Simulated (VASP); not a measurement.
A run of VASP 6.6.1:

Contents of INCAR:

```
SYSTEM = Sr
ALGO = Normal ; EDIFF = 1E-6
ENCUT = 500 ; GGA = CA
GGA_COMPAT = .FALSE. ; ISIF = 2
ISMEAR = 0 ; LASPH = .TRUE.
LCHARG = .FALSE. ; LREAL = .FALSE.
LWAVE = .FALSE. ; NBANDS = 11
NELM = 120 ; PREC = Accurate
SIGMA = 0.03
```

File KPOINTS:

```
k-points
0
G
  9 9 9
  0 0 0
```

File POSCAR:

```
Sr
1.0
    0.0000000000      2.9028949114      2.9028949114
    2.9028949114      0.0000000000      2.9028949114
    2.9028949114      2.9028949114      0.0000000000
Sr
1
Direct
    0.0000000000      0.0000000000      0.0000000000
```

Potentials or basis: VASP PAW LDA potentials, release 64 (Sr_sv).

Command:

```bash
$ cat potpaw_LDA.64/Sr_sv/POTCAR > POTCAR
$ mpirun -np 1 vasp_std > vasp.out
```

Hardware: 1 thread of AMD EPYC 7R13 Processor (Zen 3), with other jobs on the host.

**Question.** How long does it take, and how much memory?

**Answer.** Run time: 18 s on 1 thread of AMD EPYC 7R13 Processor (Zen 3) (shared host), peak memory 0.12 GiB. Counts: scf iterations 11, k points 35.
